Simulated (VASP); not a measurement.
# TiN (Fm-3m) in VASP: a series of runs

Aim: see how the results for TiN move with the level of theory and the settings. Levels: LDA, PBEsol, r2SCAN, PBE. Tasks: electric field gradients.

Everything below comes from runs of VASP 6.6.1. Logs are shortened: lines on timing, memory, paths and dates and some standing lists are left out, and cuts for length are marked.

## (1) The cell of the first run

It takes space group Fm-3m (No. 225, cubic). Conventional cell: a = 4.244 Å, b = 4.244 Å, c = 4.244 Å, α = 90.00°, β = 90.00°, γ = 90.00°. Ti (site symmetry m-3m) has 6 N at 2.12 Å within 2.8 Å. Within 2.8 Å of N (site symmetry m-3m) lie 6 Ti at 2.12 Å.

## (2) Electric field gradients, LDA

File INCAR:

```
SYSTEM = TiN
PREC = Accurate
ENCUT = 520
EDIFF = 1E-8
ISMEAR = -1
SIGMA = 0.05
LREAL = .False.
LASPH = .True.
NELM = 80
ALGO = Normal
ISIF = 2
LWAVE = .False.
LCHARG = .False.
GGA = CA
LEFG = .True.
NBANDS = 16
```

File KPOINTS:

```
Automatic mesh
0
Gamma
  13 13 13
  0 0 0
```

File POSCAR:

```
TiN
1.0
    0.0000000000      2.1220000000      2.1220000000
    2.1220000000      0.0000000000      2.1220000000
    2.1220000000      2.1220000000      0.0000000000
Ti N
1 1
Direct
    0.0000000000      0.0000000000      0.0000000000
    0.5000000000      0.5000000000      0.5000000000
```

Potentials or basis: VASP PAW LDA potentials, release 64 (Ti_sv, N).

On the command line:

```
$ cat potpaw_LDA.64/Ti_sv/POTCAR potpaw_LDA.64/N/POTCAR > POTCAR
$ mpirun -np 1 vasp_std > vasp.out
```

OUTCAR:

```text
SYSTEM = TiN
   PREC = Accurate
   ENCUT = 520
   EDIFF = 1E-8
   ISMEAR = -1
   LREAL = .False.
   LASPH = .True.
   NELM = 80
   ISIF = 2
   GGA = CA

 ion  position               nearest neighbor table
   1  0.000  0.000  0.000-   2 2.12   2 2.12   2 2.12   2 2.12   2 2.12   2 2.12
   2  0.500  0.500  0.500-   1 2.12   1 2.12   1 2.12   1 2.12   1 2.12   1 2.12

  LATTYP: Found a face centered cubic cell.
 ALAT       =     4.2440000000

  Lattice vectors:

 A1 = (   0.0000000000,   2.1220000000,   2.1220000000)
 A2 = (   2.1220000000,   0.0000000000,   2.1220000000)
 A3 = (   2.1220000000,   2.1220000000,   0.0000000000)

Analysis of symmetry for initial positions (statically):
=====================================================================
 Subroutine PRICEL returns:
 Original cell was already a primitive cell.

 Routine SETGRP: Setting up the symmetry group for a
 face centered cubic supercell.

 Subroutine GETGRP returns: Found 48 space group operations
 (whereof 48 operations were pure point group operations)
 out of a pool of 48 trial point group operations.

The static configuration has the point symmetry O_h .

Analysis of symmetry for dynamics (positions and initial velocities):
=====================================================================
 Subroutine PRICEL returns:
 Original cell was already a primitive cell.

 Routine SETGRP: Setting up the symmetry group for a
 face centered cubic supercell.

 Subroutine GETGRP returns: Found 48 space group operations
 (whereof 48 operations were pure point group operations)
 out of a pool of 48 trial point group operations.

The dynamic configuration has the point symmetry O_h .

 Subroutine INISYM returns: Found 48 space group operations
 (whereof 48 operations are pure point group operations),
 and found     1 'primitive' translations

----------------------------------------------------------------------------------------

                                     Primitive cell

  volume of cell :      19.1102

  direct lattice vectors                    reciprocal lattice vectors
     0.000000000  2.122000000  2.122000000    -0.235626767  0.235626767  0.235626767
     2.122000000  0.000000000  2.122000000     0.235626767 -0.235626767  0.235626767
     2.122000000  2.122000000  0.000000000     0.235626767  0.235626767 -0.235626767

  length of vectors
     3.000961179  3.000961179  3.000961179     0.408117532  0.408117532  0.408117532

  position of ions in fractional coordinates (direct lattice)
     0.000000000  0.000000000  0.000000000
     0.500000000  0.500000000  0.500000000

  ion indices of the primitive-cell ions
   primitive index   ion index
                 1           1
                 2           2

----------------------------------------------------------------------------------------

 KPOINTS: Automatic mesh

Automatic generation of k-mesh.
 Grid dimensions read from file:
 generate k-points for:   13   13   13

 Generating k-lattice:

  Cartesian coordinates                     Fractional coordinates (reciprocal lattice)
    -0.018125136  0.018125136  0.018125136     0.076923077  0.000000000  0.000000000
     0.018125136 -0.018125136  0.018125136     0.000000000  0.076923077  0.000000000
     0.018125136  0.018125136 -0.018125136     0.000000000  0.000000000  0.076923077

  Length of vectors
     0.031393656  0.031393656  0.031393656

  Shift w.r.t. Gamma in fractional coordinates (k-lattice)
     0.000000000  0.000000000  0.000000000

 Subroutine IBZKPT returns following result:
 ===========================================

 Found     84 irreducible k-points:

 Following reciprocal coordinates:
            Coordinates               Weight
  0.000000  0.000000  0.000000      1.000000
  0.076923  0.000000  0.000000      8.000000
  0.153846  0.000000  0.000000      8.000000
  0.230769  0.000000  0.000000      8.000000
  0.307692  0.000000  0.000000      8.000000
  0.384615  0.000000  0.000000      8.000000
[... 16 lines left out ...]
  0.384615  0.153846  0.000000     24.000000
  0.461538  0.153846  0.000000     24.000000
 [... further k-points ...]
   k-points           NKPTS =     84   k-points in BZ     NKDIM =     84   number of bands    NBANDS=     16
   number of dos      NEDOS =    301   number of ions     NIONS =      2
   total plane-waves  NPLWV =  13824
   dimension x,y,z NGX =    24 NGY =   24 NGZ =   24
   dimension x,y,z NGXF=    48 NGYF=   48 NGZF=   48
   ions per type =               1   1
   NGX,Y,Z   is equivalent  to a cutoff of  13.30, 13.30, 13.30 a.u.
   NGXF,Y,Z  is equivalent  to a cutoff of  26.59, 26.59, 26.59 a.u.
 SYSTEM =  TiN
   PREC   = accura    normal or accurate (medium, high low for compatibility)
   ISTART =      0    job   : 0-new  1-cont  2-samecut
   ICHARG =      2    charge: 1-file 2-atom 10-const
   ISPIN  =      1    spin polarized calculation?
   LNONCOLLINEAR =      F non collinear calculations
   LSORBIT =      F    spin-orbit coupling
   LASPH  =      T    aspherical Exc in radial PAW
   ENCUT  =  520.0 eV  38.22 Ry    6.18 a.u.   5.58  5.58  5.58*2*pi/ulx,y,z
   NELM   =     80;   NELMIN=  2; NELMDL= -5     # of ELM steps
   EDIFF  = 0.1E-07   stopping-criterion for ELM
   LREAL  =      F    real-space projection
   EDIFFG = 0.1E-06   stopping-criterion for IOM
   NSW    =      0    number of steps for IOM
   IBRION =     -1    ionic relax: 0-MD 1-quasi-New 2-CG
   NFREE  =      0    steps in history (QN), initial steepest desc. (CG)
   ISIF   =      2    stress and relaxation
   ISYM   =      2    0-nonsym 1-usesym 2-fastsym
   POTIM  = 0.5000    time-step for ionic-motion
   TEBEG  =    0.0;   TEEND  =   0.0 temperature during run
   PSTRESS=    0.0 pullay stress
   NELECT =      17.0000    total number of electrons
   NUPDOWN=      -1.0000    fix difference up-down
   EMIN   =  10.00;   EMAX   =-10.00  energy-range for DOS
   EFERMI =   0.00;   METHOD = LEGACY
   ISMEAR =    -1;   SIGMA  =   0.05  broadening in eV -4-tet -1-fermi 0-gaus
   EFERMI_NEDOS =   21; number of points for ismear=-14 and -15
   IALGO  =     38    algorithm
   IMIX   =      4    mixing-type and parameters
     AMIX     =   0.40;   BMIX     =  1.00
     AMIX_MAG =   1.60;   BMIX_MAG =  1.00
  volume/ion in A,a.u.               =       9.56        64.48
  Fermi-wavevector in a.u.,A,eV,Ry     =   1.574475  2.975326 33.728454  2.478971
  Thomas-Fermi vector in A             =   2.675604
   LORBIT       =      0    0 simple, 1 ext, 2 COOP (PROOUT), +10 PAW based schemes
   GGA     = CA    functional components
   LHFCALC =     F    Hartree Fock is set to
   AEXX    =    0.0000 exact exchange contribution
   IVDW    =     0    specifies the selected vdW correction
   LEPSILON=     F    determine dielectric tensor
   LRPA    =     F    only Hartree local field effects (RPA)
 non-spin polarized calculation
  energy-cutoff  :      520.00
  volume of cell :       19.11
 maximum number of plane-waves:       533
   NGX = 11   NGY = 11   NGZ = 11

 number of electron      17.0000002 magnetization

 Free energy of the ion-electron system (eV)
  ---------------------------------------------------
  ext. energy  EPLUGINS =         0.00000000
  ---------------------------------------------------
  free energy    TOTEN  =       -21.63763856 eV

  energy without entropy =      -21.63084838  energy(sigma->0) =      -21.63424347

 E-fermi :  11.1737     XC(G=0): -13.3633

 val. band max:       11.0826567452   @ k =  -0.0769   0.0769   0.0000
 cond. band min:      11.1804593981   @ k =  -0.1538   0.1538   0.0000
 fundamental gap:      0.0978026530
 Fermi energy:        11.1736502424

 k-point     1 :       0.0000    0.0000    0.0000
  band No.  band energies     occupation
      1     -45.9911      2.00000
      2     -22.3496      2.00000
      3     -22.3496      2.00000
      4     -22.3496      2.00000
      5      -5.6697      2.00000
      6       9.1562      2.00000
[... 8 lines left out ...]
     15      24.3290      0.00000
     16      30.9145      0.00000

 k-point     2 :       0.0769    0.0000    0.0000
  band No.  band energies     occupation
      1     -45.9852      2.00000
      2     -22.3896      2.00000
      3     -22.3530      2.00000
      4     -22.3530      2.00000
      5      -5.5527      2.00000
      6       8.5133      2.00000
[... 8 lines left out ...]
     15      24.4160      0.00000
     16      30.7477      0.00000
[... 387 lines left out ...]
      5      -3.9292      2.00000
      6       4.4393      2.00000
[... 8 lines left out ...]
     15      24.0739      0.00000
     16      26.2547      0.00000

 k-point    24 :       0.4615    0.1538    0.0000
  band No.  band energies     occupation
      1     -45.8861      2.00000
      2     -22.9198      2.00000
      3     -22.4767      2.00000
      4     -22.4445      2.00000
      5      -3.5429      2.00000
      6       3.9176      2.00000
[... 8 lines left out ...]
     15      24.2301      0.00000
     16      25.4097      0.00000

 [... further k-points ...]
[... 5 lines left out ...]
  --------------------------------------------------------------------------------------
  -------------------------------------------------------------------------------------
  Total       -1.6529882     -1.6529882     -1.6529882      0.0000000     -0.0000000      0.0000000
  in kB     -138.5843508   -138.5843508   -138.5843508      0.0000000     -0.0000000      0.0000000
  external PRESSURE =    -138.5843508 kB  Pullay stress =       0.0000000 kB

 VOLUME and BASIS-vectors are now :
 -----------------------------------------------------------------------------
  energy-cutoff  :      520.00
  volume of cell :       19.11
      direct lattice vectors                 reciprocal lattice vectors
     0.000000000  2.122000000  2.122000000    -0.235626767  0.235626767  0.235626767
     2.122000000  0.000000000  2.122000000     0.235626767 -0.235626767  0.235626767
     2.122000000  2.122000000  0.000000000     0.235626767  0.235626767 -0.235626767

 POSITION                                       TOTAL-FORCE (eV/Angst)
 -----------------------------------------------------------------------------------
      0.00000      0.00000      0.00000        -0.000000      0.000000      0.000000
      2.12200      2.12200      2.12200         0.000000     -0.000000     -0.000000
 -----------------------------------------------------------------------------------
    total drift:                                0.000000     -0.000000     -0.000000

  FREE ENERGIE OF THE ION-ELECTRON SYSTEM (eV)
  ---------------------------------------------------
  free  energy   TOTEN  =       -21.6376385647 eV

  energy  without entropy=      -21.6308483818  energy(sigma->0) =      -21.63424347

 Electric field gradients (V/A^2)
---------------------------------------------------------------------
 ion       V_xx      V_yy      V_zz      V_xy      V_xz      V_yz
---------------------------------------------------------------------
   1      -0.000    -0.000    -0.000     0.001     0.001     0.001
   2       0.000     0.000    -0.000     0.000     0.000     0.000
---------------------------------------------------------------------

 Electric field gradients after diagonalization (V/A^2)
 (convention: |V_zz| > |V_xx| > |V_yy|)
----------------------------------------------------------------------
 ion       V_xx      V_yy      V_zz     asymmetry (V_yy - V_xx)/ V_zz
----------------------------------------------------------------------
   1      -0.001    -0.001     0.002       0.000
   2      -0.000    -0.000     0.000       0.000
----------------------------------------------------------------------

           NMR quadrupolar parameters

 Cq : quadrupolar parameter    Cq=e*Q*V_zz/h
 eta: asymmetry parameters     (V_yy - V_xx)/ V_zz
 Q  : nuclear electric quadrupole moment in mb (millibarn)
----------------------------------------------------------------------
 ion       Cq(MHz)       eta       Q (mb)
----------------------------------------------------------------------
   1       0.000       0.000       1.000
   2       0.000       0.000       1.000
----------------------------------------------------------------------
```

It took 38 s on 1 thread of Intel Xeon 8259CL, shared host; peak memory 0.14 GiB.

What came out:

- Free energy: -21.6376 eV
- Pressure: -13.9 GPa
- Band gap on the k mesh: zero (an odd number of electrons rules out a gap without spin polarisation)
- Largest electric field gradient by atom: zero within the noise of the run

Levels at points of the mesh, in eV from the Fermi level:
| k point | band 6 | band 7 | band 8 | band 9 | band 10 | band 11 | band 12 | band 13 |
| --- | --- | --- | --- | --- | --- | --- | --- | --- |
| (0.00, 0.00, 0.00) | -2.02 | -2.02 | -2.02 | -0.66 | -0.66 | -0.66 | 0.53 | 0.53 |

Caveat: the cell stands under tension.

## (3) Electric field gradients, PBEsol

File INCAR:

```
PREC = Accurate ; ENCUT = 520
EDIFF = 1E-8 ; ISMEAR = -1
SIGMA = 0.05 ; LREAL = False
LASPH = True ; NELM = 80
ALGO = Normal ; ISIF = 2
LWAVE = False ; LCHARG = False
GGA = PS ; LEFG = True
NBANDS = 16
```

File KPOINTS:

```
Automatic mesh
0
Gamma
  13 13 13
```

POSCAR is that of step 2.

Potentials or basis: VASP PAW PBE potentials, release 64 (Ti_sv, N).

On the command line:

```
$ cat potpaw_PBE.64/Ti_sv/POTCAR potpaw_PBE.64/N/POTCAR > POTCAR
$ mpirun -np 1 vasp_std > vasp.out
```

OUTCAR:

```text
PREC = Accurate
   ENCUT = 520
   EDIFF = 1E-8
   ISMEAR = -1
   LREAL = False
   LASPH = True
   NELM = 80
   ISIF = 2
   GGA = PS

 ion  position               nearest neighbor table
   1  0.000  0.000  0.000-   2 2.12   2 2.12   2 2.12   2 2.12   2 2.12   2 2.12
   2  0.500  0.500  0.500-   1 2.12   1 2.12   1 2.12   1 2.12   1 2.12   1 2.12

  LATTYP: Found a face centered cubic cell.
 ALAT       =     4.2440000000

  Lattice vectors:

 A1 = (   0.0000000000,   2.1220000000,   2.1220000000)
 A2 = (   2.1220000000,   0.0000000000,   2.1220000000)
 A3 = (   2.1220000000,   2.1220000000,   0.0000000000)

Analysis of symmetry for initial positions (statically):
=====================================================================
 Subroutine PRICEL returns:
 Original cell was already a primitive cell.

 Routine SETGRP: Setting up the symmetry group for a
 face centered cubic supercell.

 Subroutine GETGRP returns: Found 48 space group operations
 (whereof 48 operations were pure point group operations)
 out of a pool of 48 trial point group operations.

The static configuration has the point symmetry O_h .

Analysis of symmetry for dynamics (positions and initial velocities):
=====================================================================
 Subroutine PRICEL returns:
 Original cell was already a primitive cell.

 Routine SETGRP: Setting up the symmetry group for a
 face centered cubic supercell.

 Subroutine GETGRP returns: Found 48 space group operations
 (whereof 48 operations were pure point group operations)
 out of a pool of 48 trial point group operations.

[... 157 lines left out ...]
      2     -22.4022      2.00000
      3     -22.4022      2.00000
      4     -22.4022      2.00000
      5      -5.7432      2.00000
      6       9.2706      2.00000
[... 433 lines left out ...]
      3     -22.5272      2.00000
      4     -22.4956      2.00000
      5      -3.6316      2.00000
      6       3.9954      2.00000
[... 8 lines left out ...]
     15      24.3438      0.00000
     16      25.5075      0.00000

 [... further k-points ...]

------------------------ aborting loop because EDIFF is reached ----------------------------------------

  FORCE on cell =-STRESS in cart. coord.  units (eV):
  Direction    XX          YY          ZZ          XY          YZ          ZX
  --------------------------------------------------------------------------------------
  -------------------------------------------------------------------------------------
  Total       -0.9040908     -0.9040908     -0.9040908      0.0000000     -0.0000000      0.0000000
  in kB      -75.7977839    -75.7977839    -75.7977839      0.0000000     -0.0000000      0.0000000
  external PRESSURE =     -75.7977839 kB  Pullay stress =       0.0000000 kB

 VOLUME and BASIS-vectors are now :
 -----------------------------------------------------------------------------
  energy-cutoff  :      520.00
  volume of cell :       19.11
      direct lattice vectors                 reciprocal lattice vectors
     0.000000000  2.122000000  2.122000000    -0.235626767  0.235626767  0.235626767
     2.122000000  0.000000000  2.122000000     0.235626767 -0.235626767  0.235626767
     2.122000000  2.122000000  0.000000000     0.235626767  0.235626767 -0.235626767

 POSITION                                       TOTAL-FORCE (eV/Angst)
 -----------------------------------------------------------------------------------
      0.00000      0.00000      0.00000        -0.000000     -0.000000      0.000000
      2.12200      2.12200      2.12200         0.000000      0.000000     -0.000000
 -----------------------------------------------------------------------------------
    total drift:                                0.000000     -0.000000     -0.000000

  FREE ENERGIE OF THE ION-ELECTRON SYSTEM (eV)
  ---------------------------------------------------
  free  energy   TOTEN  =       -20.7737997037 eV

  energy  without entropy=      -20.7669391015  energy(sigma->0) =      -20.77036940

 Electric field gradients (V/A^2)
---------------------------------------------------------------------
 ion       V_xx      V_yy      V_zz      V_xy      V_xz      V_yz
---------------------------------------------------------------------
   1       0.000     0.000     0.000     0.001     0.001     0.001
   2       0.000    -0.000    -0.000    -0.001    -0.001    -0.001
---------------------------------------------------------------------

 Electric field gradients after diagonalization (V/A^2)
 (convention: |V_zz| > |V_xx| > |V_yy|)
----------------------------------------------------------------------
 ion       V_xx      V_yy      V_zz     asymmetry (V_yy - V_xx)/ V_zz
----------------------------------------------------------------------
   1      -0.001    -0.001     0.002       0.000
   2       0.001     0.001    -0.001       0.000
----------------------------------------------------------------------

           NMR quadrupolar parameters

 Cq : quadrupolar parameter    Cq=e*Q*V_zz/h
 eta: asymmetry parameters     (V_yy - V_xx)/ V_zz
 Q  : nuclear electric quadrupole moment in mb (millibarn)
----------------------------------------------------------------------
 ion       Cq(MHz)       eta       Q (mb)
----------------------------------------------------------------------
   1       0.000       0.000       1.000
   2      -0.000       0.000       1.000
----------------------------------------------------------------------
```

Wall time 33 s (1 thread of Intel Xeon 8259CL, shared host); peak memory 0.16 GiB.

What came out:

```yaml
Free_energy: -20.7738 eV
Pressure: -7.6 GPa
Band_gap_on_the_k_mesh: zero (an odd number of electrons rules out a gap without spin polarisation)
Largest_electric_field_gradient_by_atom: zero within the noise of the run
```

Caveat: the cell stands under tension; the PAW data sets were made with another functional, which shifts forces and pressure a little.

(Part 1 of 2 ends here.)
